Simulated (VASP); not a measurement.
# NaF (Fm-3m) in VASP: settings compared

Aim: see how the results for NaF move with the level of theory and the settings. Levels: PBE, r2SCAN. Tasks: single point.

Everything below comes from runs of VASP 6.6.1. Logs are shortened: lines on timing, memory, paths and dates and some standing lists are left out, and cuts for length are marked.

### 1 The cell of the first run

It takes space group Fm-3m (No. 225, cubic). Conventional cell: a = 4.700 Å, b = 4.700 Å, c = 4.700 Å, α = 90.00°, β = 90.00°, γ = 90.00°. Within 3.1 Å of Na (site symmetry m-3m) lie 6 F at 2.35 Å. Within 3.1 Å of F (site symmetry m-3m) lie 6 Na at 2.35 Å.

### 2 Single point, PBE

File INCAR:

```
PREC = Accurate
ENCUT = 520
EDIFF = 1E-6
ISMEAR = 0
SIGMA = 0.02
LREAL = F
LASPH = T
NELM = 100
ALGO = Normal
ISIF = 2
LWAVE = F
LCHARG = F
GGA = PE
NBANDS = 14
```

File KPOINTS:

```
Automatic mesh
0
Gamma
  8 8 8
```

File POSCAR:

```
NaF
1.0
    0.0000000000      2.3497917110      2.3497917110
    2.3497917110      0.0000000000      2.3497917110
    2.3497917110      2.3497917110      0.0000000000
Na F
1 1
Direct
    0.0000000000      0.0000000000      0.0000000000
    0.5000000000      0.5000000000      0.5000000000
```

Potentials or basis: VASP PAW PBE potentials, release 64 (Na_pv, F).

Started as:

```
cat potpaw_PBE.64/Na_pv/POTCAR potpaw_PBE.64/F/POTCAR > POTCAR
mpirun -np 1 vasp_std > vasp.out
```

OUTCAR:

```text
PREC = Accurate
   ENCUT = 520
   EDIFF = 1E-6
   ISMEAR = 0
   LREAL = F
   LASPH = T
   NELM = 100
   ISIF = 2
   GGA = PE

 ion  position               nearest neighbor table
   1  0.000  0.000  0.000-
   2  0.500  0.500  0.500-

  LATTYP: Found a face centered cubic cell.
 ALAT       =     4.6995834220

  Lattice vectors:

 A1 = (   0.0000000000,   2.3497917110,   2.3497917110)
 A2 = (   2.3497917110,   0.0000000000,   2.3497917110)
 A3 = (   2.3497917110,   2.3497917110,   0.0000000000)

Analysis of symmetry for initial positions (statically):
=====================================================================
 Subroutine PRICEL returns:
 Original cell was already a primitive cell.

 Routine SETGRP: Setting up the symmetry group for a
 face centered cubic supercell.

 Subroutine GETGRP returns: Found 48 space group operations
 (whereof 48 operations were pure point group operations)
 out of a pool of 48 trial point group operations.

The static configuration has the point symmetry O_h .

Analysis of symmetry for dynamics (positions and initial velocities):
=====================================================================
 Subroutine PRICEL returns:
 Original cell was already a primitive cell.

 Routine SETGRP: Setting up the symmetry group for a
 face centered cubic supercell.

 Subroutine GETGRP returns: Found 48 space group operations
 (whereof 48 operations were pure point group operations)
 out of a pool of 48 trial point group operations.

The dynamic configuration has the point symmetry O_h .

 Subroutine INISYM returns: Found 48 space group operations
 (whereof 48 operations are pure point group operations),
 and found     1 'primitive' translations

----------------------------------------------------------------------------------------

                                     Primitive cell

  volume of cell :      25.9488

  direct lattice vectors                    reciprocal lattice vectors
     0.000000000  2.349791711  2.349791711    -0.212784817  0.212784817  0.212784817
     2.349791711  0.000000000  2.349791711     0.212784817 -0.212784817  0.212784817
     2.349791711  2.349791711  0.000000000     0.212784817  0.212784817 -0.212784817

  length of vectors
     3.323107306  3.323107306  3.323107306     0.368554115  0.368554115  0.368554115

  position of ions in fractional coordinates (direct lattice)
     0.000000000  0.000000000  0.000000000
     0.500000000  0.500000000  0.500000000

  ion indices of the primitive-cell ions
   primitive index   ion index
                 1           1
                 2           2

----------------------------------------------------------------------------------------

 KPOINTS: Automatic mesh

Automatic generation of k-mesh.
 Grid dimensions read from file:
 generate k-points for:    8    8    8

 Generating k-lattice:

  Cartesian coordinates                     Fractional coordinates (reciprocal lattice)
    -0.026598102  0.026598102  0.026598102     0.125000000  0.000000000  0.000000000
     0.026598102 -0.026598102  0.026598102     0.000000000  0.125000000  0.000000000
     0.026598102  0.026598102 -0.026598102     0.000000000  0.000000000  0.125000000

  Length of vectors
     0.046069264  0.046069264  0.046069264

  Shift w.r.t. Gamma in fractional coordinates (k-lattice)
     0.000000000  0.000000000  0.000000000

 Subroutine IBZKPT returns following result:
 ===========================================

 Found     29 irreducible k-points:

 Following reciprocal coordinates:
            Coordinates               Weight
  0.000000  0.000000  0.000000      1.000000
  0.125000  0.000000  0.000000      8.000000
  0.250000  0.000000  0.000000      8.000000
  0.375000  0.000000  0.000000      8.000000
  0.500000  0.000000  0.000000      4.000000
  0.125000  0.125000  0.000000      6.000000
[... 16 lines left out ...]
  0.500000  0.250000  0.125000     48.000000
 -0.375000  0.250000  0.125000     24.000000
 [... further k-points ...]
   k-points           NKPTS =     29   k-points in BZ     NKDIM =     29   number of bands    NBANDS=     14
   number of dos      NEDOS =    301   number of ions     NIONS =      2
   total plane-waves  NPLWV =  21952
   dimension x,y,z NGX =    28 NGY =   28 NGZ =   28
   dimension x,y,z NGXF=    56 NGYF=   56 NGZF=   56
   ions per type =               1   1
   NGX,Y,Z   is equivalent  to a cutoff of  14.01, 14.01, 14.01 a.u.
   NGXF,Y,Z  is equivalent  to a cutoff of  28.02, 28.02, 28.02 a.u.
 SYSTEM =  unknown system
   PREC   = accura    normal or accurate (medium, high low for compatibility)
   ISTART =      0    job   : 0-new  1-cont  2-samecut
   ICHARG =      2    charge: 1-file 2-atom 10-const
   ISPIN  =      1    spin polarized calculation?
   LNONCOLLINEAR =      F non collinear calculations
   LSORBIT =      F    spin-orbit coupling
   LASPH  =      T    aspherical Exc in radial PAW
   ENCUT  =  520.0 eV  38.22 Ry    6.18 a.u.   6.18  6.18  6.18*2*pi/ulx,y,z
   NELM   =    100;   NELMIN=  2; NELMDL= -5     # of ELM steps
   EDIFF  = 0.1E-05   stopping-criterion for ELM
   LREAL  =      F    real-space projection
   EDIFFG = 0.1E-04   stopping-criterion for IOM
   NSW    =      0    number of steps for IOM
   IBRION =     -1    ionic relax: 0-MD 1-quasi-New 2-CG
   NFREE  =      0    steps in history (QN), initial steepest desc. (CG)
   ISIF   =      2    stress and relaxation
   ISYM   =      2    0-nonsym 1-usesym 2-fastsym
   POTIM  = 0.5000    time-step for ionic-motion
   TEBEG  =    0.0;   TEEND  =   0.0 temperature during run
   PSTRESS=    0.0 pullay stress
   NELECT =      14.0000    total number of electrons
   NUPDOWN=      -1.0000    fix difference up-down
   EMIN   =  10.00;   EMAX   =-10.00  energy-range for DOS
   EFERMI =   0.00;   METHOD = LEGACY
   ISMEAR =     0;   SIGMA  =   0.02  broadening in eV -4-tet -1-fermi 0-gaus
   EFERMI_NEDOS =   21; number of points for ismear=-14 and -15
   IALGO  =     38    algorithm
   IMIX   =      4    mixing-type and parameters
     AMIX     =   0.40;   BMIX     =  1.00
     AMIX_MAG =   1.60;   BMIX_MAG =  1.00
  volume/ion in A,a.u.               =      12.97        87.56
  Fermi-wavevector in a.u.,A,eV,Ry     =   1.332738  2.518510 24.166543  1.776191
  Thomas-Fermi vector in A             =   2.461650
   LORBIT       =      0    0 simple, 1 ext, 2 COOP (PROOUT), +10 PAW based schemes
   GGA     = PE    functional components
   LHFCALC =     F    Hartree Fock is set to
   AEXX    =    0.0000 exact exchange contribution
   IVDW    =     0    specifies the selected vdW correction
   LEPSILON=     F    determine dielectric tensor
   LRPA    =     F    only Hartree local field effects (RPA)
 non-spin polarized calculation
 Gauss-broadening in eV      SIGMA  =   0.02
  energy-cutoff  :      520.00
  volume of cell :       25.95
 maximum number of plane-waves:       725
 NGX is ok and might be reduce to    28
   NGX = 13   NGY = 13   NGZ = 13

 number of electron      14.0000002 magnetization

 Free energy of the ion-electron system (eV)
  ---------------------------------------------------
  ext. energy  EPLUGINS =         0.00000000
  ---------------------------------------------------
  free energy    TOTEN  =        -8.56945526 eV

  energy without entropy =       -8.56945526  energy(sigma->0) =       -8.56945526

 E-fermi :  -2.0853     XC(G=0):  -8.9562

 val. band max:       -2.2617258183   @ k =   0.0000   0.0000   0.0000
 cond. band min:       3.8150247450   @ k =   0.0000   0.0000   0.0000
 fundamental gap:      6.0767505634
 Fermi energy:        -2.0853327779

 k-point     1 :       0.0000    0.0000    0.0000
  band No.  band energies     occupation
      1     -21.3677      2.00000
      2     -21.3366      2.00000
      3     -21.3366      2.00000
      4     -21.3366      2.00000
      5      -2.2617      2.00000
      6      -2.2617      2.00000
      7      -2.2617      2.00000
      8       3.8150      0.00000
      9      16.4121      0.00000
     10      16.4121      0.00000
     11      16.4121      0.00000
     12      19.1886      0.00000
     13      21.3186      0.00000
     14      21.3186      0.00000

 k-point     2 :       0.1250    0.0000    0.0000
  band No.  band energies     occupation
      1     -21.6278      2.00000
      2     -21.3382      2.00000
      3     -21.3382      2.00000
      4     -21.0578      2.00000
      5      -2.5413      2.00000
      6      -2.2967      2.00000
      7      -2.2967      2.00000
      8       4.3455      0.00000
      9      14.6998      0.00000
     10      16.6320      0.00000
     11      16.6321      0.00000
     12      20.7056      0.00000
     13      20.7056      0.00000
     14      20.9779      0.00000

 k-point     3 :       0.2500    0.0000    0.0000
  band No.  band energies     occupation
      1     -21.8483      2.00000
      2     -21.3420      2.00000
      3     -21.3420      2.00000
      4     -20.7932      2.00000
      5      -3.1090      2.00000
      6      -2.3800      2.00000
      7      -2.3800      2.00000
      8       5.6339      0.00000
      9      12.6126      0.00000
     10      17.1030      0.00000
     11      17.1030      0.00000
     12      20.0314      0.00000
     13      20.0314      0.00000
     14      21.4537      0.00000
[... 324 lines left out ...]
 k-point    23 :       0.5000    0.2500    0.1250
  band No.  band energies     occupation
      1     -21.8787      2.00000
      2     -21.3808      2.00000
      3     -21.3574      2.00000
      4     -20.6924      2.00000
      5      -3.4289      2.00000
      6      -2.7326      2.00000
      7      -2.5391      2.00000
      8       8.0901      0.00000
      9      11.0582      0.00000
     10      14.6948      0.00000
     11      16.5286      0.00000
     12      18.8641      0.00000
     13      20.8507      0.00000
     14      24.7822      0.00000

 k-point    24 :      -0.3750    0.2500    0.1250
  band No.  band energies     occupation
      1     -21.8943      2.00000
      2     -21.3836      2.00000
      3     -21.3634      2.00000
      4     -20.6625      2.00000
      5      -3.4970      2.00000
      6      -2.8045      2.00000
      7      -2.5753      2.00000
      8       9.2479      0.00000
      9      10.1165      0.00000
     10      14.4196      0.00000
     11      16.2231      0.00000
     12      19.4222      0.00000
     13      20.4474      0.00000
     14      25.0618      0.00000

 [... further k-points ...]
[... 5 lines left out ...]
  --------------------------------------------------------------------------------------
  -------------------------------------------------------------------------------------
  Total       -0.0185966     -0.0185966     -0.0185966      0.0000000      0.0000000      0.0000000
  in kB       -1.1482245     -1.1482245     -1.1482245      0.0000000      0.0000000      0.0000000
  external PRESSURE =      -1.1482245 kB  Pullay stress =       0.0000000 kB

 VOLUME and BASIS-vectors are now :
 -----------------------------------------------------------------------------
  energy-cutoff  :      520.00
  volume of cell :       25.95
      direct lattice vectors                 reciprocal lattice vectors
     0.000000000  2.349791711  2.349791711    -0.212784817  0.212784817  0.212784817
     2.349791711  0.000000000  2.349791711     0.212784817 -0.212784817  0.212784817
     2.349791711  2.349791711  0.000000000     0.212784817  0.212784817 -0.212784817

 POSITION                                       TOTAL-FORCE (eV/Angst)
 -----------------------------------------------------------------------------------
      0.00000      0.00000      0.00000        -0.000000     -0.000000     -0.000000
      2.34979      2.34979      2.34979         0.000000      0.000000      0.000000
 -----------------------------------------------------------------------------------
    total drift:                                0.000000      0.000000      0.000000

  FREE ENERGIE OF THE ION-ELECTRON SYSTEM (eV)
  ---------------------------------------------------
  free  energy   TOTEN  =        -8.5694552621 eV

  energy  without entropy=       -8.5694552621  energy(sigma->0) =       -8.56945526
```

It took 12 s on 1 thread of AMD EPYC 7R13 (Zen 3), shared host; peak memory 0.12 GiB.

What came out:

* Free energy: -8.5695 eV
* Pressure: -0.1 GPa
* Band gap on the k mesh: 6.08 eV

(Part 1 of 2 ends here.)
